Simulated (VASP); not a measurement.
# Rb (P6_3/mmc) in VASP: further runs

Rb is run at these levels: LDA; tasks: relaxation of cell and atoms.

All numbers are computed with VASP 6.6.1; they aren't measurements. Logs are shortened: lines on timing, memory, paths and dates and some standing lists are left out, and cuts for length are marked.

## (1) The cell of the first run

The structure is hexagonal, space group P6_3/mmc (No. 194). The conventional cell has a = 4.061 Å, b = 4.061 Å, c = 6.578 Å, α = 90.00°, β = 90.00°, γ = 120.00°. Within 5.3 Å of Rb (site symmetry -6m2) lie 12 Rb at 4.04 to 4.06 Å.

## (2) Relaxation of cell and atoms, LDA, target pressure 4.2 GPa, at which the enthalpy is minimised

Input file INCAR:

```
ALGO = Normal
EDIFF = 1E-6
EDIFFG = -0.005
ENCUT = 600
GGA = CA
IBRION = 2
ISIF = 3
ISMEAR = -1
LASPH = T
LCHARG = F
LREAL = F
LWAVE = F
NELM = 100
NSW = 60
PREC = Accurate
PSTRESS = 42.0
SIGMA = 0.08
```

Input file KPOINTS:

```
k-points
0
Gamma
  11 11 6
```

Input file POSCAR:

```
Rb
1.0
    4.0607548452      0.0000000000      0.0000000000
   -2.0303774226      3.5167168545      0.0000000000
    0.0000000000      0.0000000000      6.5784228492
Rb
2
Direct
    0.3333333333      0.6666666667      0.2500000000
    0.6666666667      0.3333333333      0.7500000000
```

Potentials or basis: VASP PAW LDA potentials, release 64 (Rb_sv).

On the command line:

```console
$ cat potpaw_LDA.64/Rb_sv/POTCAR > POTCAR
$ mpirun -np 1 vasp_std > vasp.out
```

OUTCAR:

```text
EDIFF = 1E-6
   EDIFFG = -0.005
   ENCUT = 600
   GGA = CA
   IBRION = 2
   ISIF = 3
   ISMEAR = -1
   LASPH = T
   LREAL = F
   NELM = 100
   NSW = 60
   PREC = Accurate
   PSTRESS = 42.0

 ion  position               nearest neighbor table
   1  0.333  0.667  0.250-   2 4.04   2 4.04   2 4.04   2 4.04   2 4.04   2 4.04   2 5.73   2 5.73
                             2 5.73   2 5.73   2 5.73   2 5.73
   2  0.667  0.333  0.750-   1 4.04   1 4.04   1 4.04   1 4.04   1 4.04   1 4.04   1 5.73   1 5.73
                             1 5.73   1 5.73   1 5.73   1 5.73

  LATTYP: Found a hexagonal cell.
 ALAT       =     4.0607548452
 C/A-ratio  =     1.6200000000

  Lattice vectors:

 A1 = (   4.0607548452,   0.0000000000,   0.0000000000)
 A2 = (  -2.0303774226,   3.5167168545,   0.0000000000)
 A3 = (   0.0000000000,   0.0000000000,   6.5784228492)

Analysis of symmetry for initial positions (statically):
=====================================================================
 Subroutine PRICEL returns:
 Original cell was already a primitive cell.

 Routine SETGRP: Setting up the symmetry group for a
 hexagonal supercell.

 Subroutine GETGRP returns: Found 24 space group operations
 (whereof 12 operations were pure point group operations)
 out of a pool of 24 trial point group operations.

The static configuration has the point symmetry D_3d.
 The point group associated with its full space group is D_6h.

Analysis of symmetry for dynamics (positions and initial velocities):
=====================================================================
 Subroutine PRICEL returns:
 Original cell was already a primitive cell.

 Routine SETGRP: Setting up the symmetry group for a
 hexagonal supercell.

 Subroutine GETGRP returns: Found 24 space group operations
 (whereof 12 operations were pure point group operations)
 out of a pool of 24 trial point group operations.

The dynamic configuration has the point symmetry D_3d.
 The point group associated with its full space group is D_6h.

 Subroutine INISYM returns: Found 24 space group operations
 (whereof 12 operations are pure point group operations),
 and found     1 'primitive' translations

----------------------------------------------------------------------------------------

                                     Primitive cell

  volume of cell :      93.9433

  direct lattice vectors                    reciprocal lattice vectors
     4.060754845  0.000000000  0.000000000     0.246259634  0.142178066  0.000000000
    -2.030377423  3.516716854  0.000000000     0.000000000  0.284356131  0.000000000
     0.000000000  0.000000000  6.578422849     0.000000000  0.000000000  0.152012119

  length of vectors
     4.060754845  4.060754845  6.578422849     0.284356131  0.284356131  0.152012119

  position of ions in fractional coordinates (direct lattice)
     0.333333333  0.666666667  0.250000000
     0.666666667  0.333333333  0.750000000

  ion indices of the primitive-cell ions
   primitive index   ion index
                 1           1
                 2           2

----------------------------------------------------------------------------------------

 KPOINTS: k-points

Automatic generation of k-mesh.
 Grid dimensions read from file:
 generate k-points for:   11   11    6

 Generating k-lattice:

  Cartesian coordinates                     Fractional coordinates (reciprocal lattice)
     0.022387239  0.012925279  0.000000000     0.090909091 -0.000000000  0.000000000
     0.000000000  0.025850557  0.000000000     0.000000000  0.090909091  0.000000000
     0.000000000  0.000000000  0.025335353     0.000000000  0.000000000  0.166666667

  Length of vectors
     0.025850557  0.025850557  0.025335353

  Shift w.r.t. Gamma in fractional coordinates (k-lattice)
     0.000000000  0.000000000  0.000000000

 Subroutine IBZKPT returns following result:
 ===========================================

 Found     64 irreducible k-points:

 Following reciprocal coordinates:
            Coordinates               Weight
  0.000000  0.000000  0.000000      1.000000
  0.090909  0.000000  0.000000      6.000000
  0.181818 -0.000000  0.000000      6.000000
  0.272727 -0.000000  0.000000      6.000000
  0.363636  0.000000  0.000000      6.000000
  0.454545  0.000000  0.000000      6.000000
[... 16 lines left out ...]
  0.090909  0.090909  0.166667     12.000000
  0.181818  0.090909  0.166667     24.000000
 [... further k-points ...]
   k-points           NKPTS =     64   k-points in BZ     NKDIM =     64   number of bands    NBANDS=     13
   number of dos      NEDOS =    301   number of ions     NIONS =      2
   total plane-waves  NPLWV =  55296
   dimension x,y,z NGX =    32 NGY =   32 NGZ =   54
   dimension x,y,z NGXF=    64 NGYF=   64 NGZF=  108
   ions per type =               2
   NGX,Y,Z   is equivalent  to a cutoff of  13.10, 13.10, 13.65 a.u.
   NGXF,Y,Z  is equivalent  to a cutoff of  26.20, 26.20, 27.29 a.u.
 SYSTEM =  unknown system
   PREC   = accura    normal or accurate (medium, high low for compatibility)
   ISTART =      0    job   : 0-new  1-cont  2-samecut
   ICHARG =      2    charge: 1-file 2-atom 10-const
   ISPIN  =      1    spin polarized calculation?
   LNONCOLLINEAR =      F non collinear calculations
   LSORBIT =      F    spin-orbit coupling
   LASPH  =      T    aspherical Exc in radial PAW
   ENCUT  =  600.0 eV  44.10 Ry    6.64 a.u.   8.11  8.11 13.14*2*pi/ulx,y,z
   NELM   =    100;   NELMIN=  2; NELMDL= -5     # of ELM steps
   EDIFF  = 0.1E-05   stopping-criterion for ELM
   LREAL  =      F    real-space projection
   EDIFFG = -.5E-02   stopping-criterion for IOM
   NSW    =     60    number of steps for IOM
   IBRION =      2    ionic relax: 0-MD 1-quasi-New 2-CG
   NFREE  =      1    steps in history (QN), initial steepest desc. (CG)
   ISIF   =      3    stress and relaxation
   ISYM   =      2    0-nonsym 1-usesym 2-fastsym
   POTIM  = 0.5000    time-step for ionic-motion
   TEBEG  =    0.0;   TEEND  =   0.0 temperature during run
   PSTRESS=   42.0 pullay stress
   NELECT =      18.0000    total number of electrons
   NUPDOWN=      -1.0000    fix difference up-down
   EMIN   =  10.00;   EMAX   =-10.00  energy-range for DOS
   EFERMI =   0.00;   METHOD = LEGACY
   ISMEAR =    -1;   SIGMA  =   0.08  broadening in eV -4-tet -1-fermi 0-gaus
   EFERMI_NEDOS =   21; number of points for ismear=-14 and -15
   IALGO  =     38    algorithm
   IMIX   =      4    mixing-type and parameters
     AMIX     =   0.40;   BMIX     =  1.00
     AMIX_MAG =   1.60;   BMIX_MAG =  1.00
  volume/ion in A,a.u.               =      46.97       316.98
  Fermi-wavevector in a.u.,A,eV,Ry     =   0.943794  1.783511 12.119339  0.890746
  Thomas-Fermi vector in A             =   2.071536
   LORBIT       =      0    0 simple, 1 ext, 2 COOP (PROOUT), +10 PAW based schemes
   GGA     = CA    functional components
   LHFCALC =     F    Hartree Fock is set to
   AEXX    =    0.0000 exact exchange contribution
   IVDW    =     0    specifies the selected vdW correction
   LEPSILON=     F    determine dielectric tensor
   LRPA    =     F    only Hartree local field effects (RPA)
 conjugate gradient relaxation of ions
 non-spin polarized calculation
  energy-cutoff  :      600.00
  volume of cell :       93.94
 maximum number of plane-waves:      3158
   NGX = 17   NGY = 17   NGZ = 27

--------------------------------------- Ionic step        1  -------------------------------------------

 number of electron      18.0000000 magnetization

 Free energy of the ion-electron system (eV)
  ---------------------------------------------------
  ext. energy  EPLUGINS =         0.00000000
  ---------------------------------------------------
  free energy    TOTEN  =        -1.57016249 eV

  energy without entropy =       -1.53266134  energy(sigma->0) =       -1.55141192

------------------------ aborting loop because EDIFF is reached ----------------------------------------

  FORCE on cell =-STRESS in cart. coord.  units (eV):
  Direction    XX          YY          ZZ          XY          YZ          ZX
  --------------------------------------------------------------------------------------
  -------------------------------------------------------------------------------------
  Total        2.4685695      2.4685695      2.5539503      0.0000000      0.0000000      0.0000000
  in kB       42.1007637     42.1007637     43.5569094      0.0000000      0.0000000      0.0000000
  external PRESSURE =       0.5861456 kB  Pullay stress =      42.0000000 kB

 VOLUME and BASIS-vectors are now :
 -----------------------------------------------------------------------------
  energy-cutoff  :      600.00
  volume of cell :       93.94
      direct lattice vectors                 reciprocal lattice vectors
     4.060754845  0.000000000  0.000000000     0.246259634  0.142178066  0.000000000
    -2.030377423  3.516716854  0.000000000     0.000000000  0.284356131  0.000000000
     0.000000000  0.000000000  6.578422849     0.000000000  0.000000000  0.152012119
[... 274 lines left out ...]
  FREE ENERGIE OF THE ION-ELECTRON SYSTEM (eV)
  ---------------------------------------------------
  free  energy   TOTEN  =        -1.5849945783 eV

  energy  without entropy=       -1.5475702587  energy(sigma->0) =       -1.56628242

  enthalpy is  TOTEN    =         0.8921289195 eV   P V=        2.4771234978

--------------------------------------- Ionic step        9  -------------------------------------------

 number of electron      18.0000000 magnetization

 Free energy of the ion-electron system (eV)
  ---------------------------------------------------
  ext. energy  EPLUGINS =         0.00000000
  ---------------------------------------------------
  free energy    TOTEN  =        -1.58413563 eV

  energy without entropy =       -1.54671849  energy(sigma->0) =       -1.56542706

 E-fermi :   1.8161     XC(G=0):  -7.6400

 val. band max:        1.8132753669   @ k =   0.0909   0.0909   0.1667
 cond. band min:       1.8353845732   @ k =   0.4545   0.0909   0.1667
 fundamental gap:      0.0221092063
 Fermi energy:         1.8160650221

 k-point     1 :       0.0000    0.0000    0.0000
  band No.  band energies     occupation
      1     -26.9516      2.00000
      2     -26.8790      2.00000
      3     -11.5439      2.00000
      4     -10.8786      2.00000
      5     -10.8786      2.00000
      6     -10.7897      2.00000
      7     -10.7888      2.00000
      8     -10.7888      2.00000
      9      -1.0817      2.00000
     10       1.5802      1.90038
     11       3.4595      0.00000
     12       5.6072      0.00000
     13       5.6072      0.00000

 k-point     2 :       0.0909    0.0000    0.0000
  band No.  band energies     occupation
      1     -26.9464      2.00000
      2     -26.8764      2.00000
      3     -11.5235      2.00000
      4     -10.9275      2.00000
      5     -10.8933      2.00000
      6     -10.8405      2.00000
      7     -10.7963      2.00000
      8     -10.7951      2.00000
      9      -0.9166      2.00000
     10       1.7507      1.38726
     11       3.3869      0.00000
[... 339 lines left out ...]
 k-point    24 :       0.1818    0.0909    0.1667
  band No.  band energies     occupation
      1     -26.9162      2.00000
      2     -26.8683      2.00000
      3     -11.3967      2.00000
      4     -11.1362      2.00000
      5     -11.0977      2.00000
      6     -10.9548      2.00000
      7     -10.8592      2.00000
      8     -10.8451      2.00000
      9       0.0918      2.00000
     10       2.2504      0.00874
     11       3.2223      0.00000
     12       4.0067      0.00000
     13       5.0558      0.00000

 [... further k-points ...]
[... 5 lines left out ...]
  --------------------------------------------------------------------------------------
  -------------------------------------------------------------------------------------
  Total        2.4722904      2.4722904      2.4739341     -0.0000000     -0.0000000     -0.0000000
  in kB       41.9327062     41.9327062     41.9605854     -0.0000000     -0.0000000     -0.0000000
  external PRESSURE =      -0.0580007 kB  Pullay stress =      42.0000000 kB

 VOLUME and BASIS-vectors are now :
 -----------------------------------------------------------------------------
  energy-cutoff  :      600.00
  volume of cell :       94.46
      direct lattice vectors                 reciprocal lattice vectors
     4.053423906 -0.000000000  0.000000000     0.246705014  0.142435206 -0.000000000
    -2.026711953  3.510368075  0.000000000     0.000000000  0.284870412 -0.000000000
     0.000000000  0.000000000  6.638691596    -0.000000000 -0.000000000  0.150632092

 POSITION                                       TOTAL-FORCE (eV/Angst)
 -----------------------------------------------------------------------------------
     -0.00000      2.34025      1.65967        -0.000000     -0.000000      0.000000
      2.02671      1.17012      4.97902         0.000000      0.000000      0.000000
 -----------------------------------------------------------------------------------
    total drift:                                0.000000     -0.000000      0.000000

  FREE ENERGIE OF THE ION-ELECTRON SYSTEM (eV)
  ---------------------------------------------------
  free  energy   TOTEN  =        -1.5841356310 eV

  energy  without entropy=       -1.5467184891  energy(sigma->0) =       -1.56542706

  enthalpy is  TOTEN    =         0.8921223167 eV   P V=        2.4762579477

 reached required accuracy - stopping structural energy minimisation
```

It took 1.7 min on 1 thread of Intel Xeon 6975P-C (Granite Rapids), shared host; peak memory 0.24 GiB.

Results:

```yaml
Free_energy: -1.5841 eV
Relaxed_volume: 47.23 Å³/atom
Relaxed_cell: a = 4.053 Å, b = 4.053 Å, c = 6.639 Å, α = 90.00°, β = 90.00°, γ = 120.00°
Space_group_after_relaxing_to_0.05_Å: P6_3/mmc (No. 194)
Energy_change_on_relaxing_the_enthalpy_is_what_falls: -7.0 meV/atom
Ionic_steps: 9
Pressure_after_relaxing: 4.2 GPa
Band_gap_on_the_k_mesh: zero (band 9 reaches 2.66 eV, above the bottom of band 10 at 0.14 eV)
```

Step by step:
| step | energy change (eV) | largest force (eV/Å) | pressure (GPa) | volume (Å³) |
| --- | --- | --- | --- | --- |
| 1 | 0.0000 | 0.0000 | 4.26 | 93.94 |
| 2 | -0.0063 | 0.0000 | 4.24 | 94.18 |
| 3 | -0.0220 | 0.0000 | 4.15 | 94.77 |
| 4 | -0.0192 | 0.0000 | 4.15 | 94.67 |
| 5 | -0.0157 | 0.0000 | 4.17 | 94.53 |
| 6 | -0.0178 | 0.0000 | 4.14 | 94.61 |
| 7 | -0.0153 | 0.0000 | 4.18 | 94.51 |
| 8 | -0.0148 | 0.0000 | 4.18 | 94.50 |
| 9 | -0.0140 | 0.0000 | 4.19 | 94.46 |

Final structure:
```cif
data_structure
_symmetry_space_group_name_H-M 'P 1'
_symmetry_Int_Tables_number 1
_cell_length_a 4.0534
_cell_length_b 4.0534
_cell_length_c 6.6387
_cell_angle_alpha 90.000
_cell_angle_beta 90.000
_cell_angle_gamma 120.000
_cell_volume 94.46
loop_
_atom_site_label
_atom_site_type_symbol
_atom_site_fract_x
_atom_site_fract_y
_atom_site_fract_z
_atom_site_occupancy
Rb1 Rb 0.33333 0.66667 0.25000 1
Rb2 Rb 0.66667 0.33333 0.75000 1
```

Levels at points of the mesh, in eV from the Fermi level:
| k point | band 7 | band 8 | band 9 | band 10 | band 11 | band 12 |
| --- | --- | --- | --- | --- | --- | --- |
| (0.00, 0.00, 0.00) | -12.60 | -12.60 | -2.90 | -0.24 | 1.64 | 3.79 |
| (0.00, 0.00, 0.50) | -12.65 | -12.65 | -1.68 | -1.68 | 2.50 | 2.50 |

Caveat: the cell is relaxed towards a set pressure, so the enthalpy falls and the energy may rise.

## (3) Relaxation of cell and atoms, LDA, target pressure 4.2 GPa, at which the enthalpy is minimised

This run uses another cell than the first one, of 47.19 Å³/atom, 1.005 times its volume.

Input file INCAR:

```
PREC = Accurate
ENCUT = 600
EDIFF = 1E-6
ISMEAR = -1
SIGMA = 0.08
LREAL = False
LASPH = True
NELM = 60
ALGO = Normal
ISIF = 3
LWAVE = False
LCHARG = False
GGA = CA
IBRION = 2
NSW = 32
EDIFFG = -0.005
PSTRESS = 42.0
```

Input file KPOINTS:

```
Automatic mesh
0
Gamma
  11 11 6
```

Input file POSCAR:

```
Rb
1.0
    4.0539526559      0.0000000000      0.0000000000
   -2.0269763280      3.5108259858      0.0000000000
    0.0000000000      0.0000000000      6.6314371362
Rb
2
Direct
    0.3333333333      0.6666666667      0.2500000000
    0.6666666667      0.3333333333      0.7500000000
```

Potentials or basis: VASP PAW LDA potentials, release 64 (Rb_sv).

On the command line:

```console
$ cat potpaw_LDA.64/Rb_sv/POTCAR > POTCAR
$ mpirun -np 1 vasp_std > vasp.out
```

Run time: 19 s. Hardware: 1 thread of Intel Xeon 6975P-C (Granite Rapids), shared host; peak memory 0.23 GiB.

It converged, with:

```yaml
Free_energy: -1.5821 eV
Pressure_after_relaxing: 4.2 GPa
Band_gap_on_the_k_mesh: zero (band 9 reaches 2.66 eV, above the bottom of band 10 at 0.14 eV)
```

Final structure:
```cif
data_structure
_symmetry_space_group_name_H-M 'P 1'
_symmetry_Int_Tables_number 1
_cell_length_a 4.0540
_cell_length_b 4.0540
_cell_length_c 6.6314
_cell_angle_alpha 90.000
_cell_angle_beta 90.000
_cell_angle_gamma 120.000
_cell_volume 94.38
loop_
_atom_site_label
_atom_site_type_symbol
_atom_site_fract_x
_atom_site_fract_y
_atom_site_fract_z
_atom_site_occupancy
Rb1 Rb 0.33333 0.66667 0.25000 1
Rb2 Rb 0.66667 0.33333 0.75000 1
```

Levels at points of the mesh, in eV from the Fermi level:
| k point | band 6 | band 7 | band 8 | band 9 | band 10 | band 11 | band 12 | band 13 |
| --- | --- | --- | --- | --- | --- | --- | --- | --- |
| (0.00, 0.00, 0.00) | -12.60 | -12.60 | -12.60 | -2.90 | -0.24 | 1.65 | 3.79 | 3.80 |
| (0.00, 0.00, 0.50) | -12.65 | -12.65 | -12.65 | -1.68 | -1.68 | 2.50 | 2.50 | 3.81 |

Caveat: the relaxation stopped at its first step, so nothing moved; the cell is relaxed towards a set pressure, so the enthalpy falls and the energy may rise.
